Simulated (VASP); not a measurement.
Input of a VASP 6.6.1 run:

The input INCAR:

```
PREC     = Accurate       # precision mode
ENCUT    = 600            # plane-wave cutoff, eV
EDIFF    = 1E-7           # SCF threshold, eV
ISMEAR   = 0              # smearing method
SIGMA    = 0.1            # smearing width, eV
LREAL    = False          # projectors in reciprocal space
LASPH    = True           # aspherical terms in the spheres
NELM     = 60             # most SCF steps
ALGO     = Normal         # electronic algorithm
ISIF     = 3              # what is computed and relaxed
LWAVE    = False          # write WAVECAR
LCHARG   = False          # write CHGCAR
GGA      = PE             # functional
IBRION   = 2              # ionic algorithm
NSW      = 80             # ionic steps
EDIFFG   = -0.01          # ionic threshold
PSTRESS  = 200.0
```

KPOINTS

```
Automatic mesh
0
Gamma
  8 8 8
```

The input POSCAR:

```
Au
1.0
    0.0000000000      2.8000000000      2.8000000000
    2.8000000000      0.0000000000      2.8000000000
    2.8000000000      2.8000000000      0.0000000000
Au
2
Direct
    0.0000000000      0.0000000000      0.0000000000
    0.2500000000      0.2500000000      0.2500000000
```

Potentials or basis: VASP PAW PBE potentials, release 64 (Au).

Launch:

```bash
$ cat potpaw_PBE.64/Au/POTCAR > POTCAR
$ mpirun -np 1 vasp_std > vasp.out
```

**Question.** What does it give for the relaxed volume?

**Answer.** 23.70 Å³/atom.

**Question.** What does it give for the relaxed cell?

**Answer.** a = 4.062 Å, b = 4.062 Å, c = 4.062 Å, α = 60.00°, β = 60.00°, γ = 60.00°.

The path:
```csv
step,energy change (eV),largest force (eV/Å),pressure (GPa),volume (Å³)
1,0.0000,0.0000,34.28,43.90
2,-1.1178,0.0000,0.69,57.54
3,-0.6186,0.0000,19.12,47.70
4,-0.5890,0.0000,19.91,47.45
5,-0.5799,0.0000,20.15,47.38
6,-0.5800,0.0000,20.14,47.38
7,-0.5806,0.0000,20.13,47.39
8,-0.5806,0.0000,20.13,47.39
9,-0.5806,0.0000,20.13,47.39
10,-0.5806,0.0000,20.13,47.39
11,-0.5807,0.0000,20.13,47.39
12,-0.5807,0.0000,20.13,47.39
13,-0.5809,0.0000,20.12,47.39
14,-0.5813,0.0000,20.11,47.39
15,-0.5820,0.0000,20.09,47.40
16,-0.5834,0.0000,20.05,47.41
```

Caveat: the cell is relaxed towards a set pressure, so the enthalpy falls and the energy may rise.
